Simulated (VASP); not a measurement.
Set up this calculation in VASP 6.6.1, as the native input.

- Task: relaxation of cell and atoms
- Functional: PBE
- Potentials or basis: VASP PAW PBE potentials, release 64 (Sn_d)
- Cutoff: 600 eV
- k mesh: 18 × 18 × 18
- Occupations: gaussian, width 0.1 eV
- Spin: no spin polarisation
- Dipole correction: no
- Further INCAR settings: ALGO = Fast; EDIFF = 1e-07; IBRION = 2; EDIFFG = -0.01; NSW = 100; ISIF = 3

The structure of Sn lies in POSCAR:

```
Sn
1.0
    3.2244848952      0.0000000000      0.0000000000
   -1.6122424476      2.7924858334      0.0000000000
    0.0000000000      0.0000000000      3.2023934896
Sn
1
Direct
    0.0000000000      0.0000000000      0.5000000000
```

The cell was built from a structure type or drawn by symmetry, and may not be a known phase.

The input as run:

INCAR

```
SYSTEM = Sn
PREC = Accurate
ENCUT = 600
EDIFF = 1E-7
ISMEAR = 0
SIGMA = 0.1
LREAL = .FALSE.
LASPH = .TRUE.
NELM = 100
ALGO = Fast
ISIF = 3
LWAVE = .FALSE.
LCHARG = .FALSE.
GGA = PE
IBRION = 2
NSW = 100
EDIFFG = -0.01
```

KPOINTS

```
regular mesh
0
G
  18 18 18
  0 0 0
```

Potentials or basis: VASP PAW PBE potentials, release 64 (Sn_d).

Command:

```console
$ cat potpaw_PBE.64/Sn_d/POTCAR > POTCAR
$ mpirun -np 1 vasp_std > vasp.out
```

It gave:

The relaxed volume is 28.39 Å³/atom and the relaxed cell is a = 3.266 Å, b = 3.266 Å, c = 3.074 Å, α = 90.00°, β = 90.00°, γ = 120.00°. The space group after relaxing (to 0.1 Å) is P6/mmm (No. 191). The energy gained by relaxing is 20.6 meV/atom, the ionic steps are 7 and the pressure after relaxing is 0.0 GPa. The band gap on the k mesh is zero (bands 7 and 8 overlap by 7.90 eV).

Caveat: spin-orbit coupling is left out, which moves the levels of the heavy elements.

Wall time 14 min on 1 thread of Intel Xeon 8259CL, with other jobs on the host, peak memory 0.29 GiB.
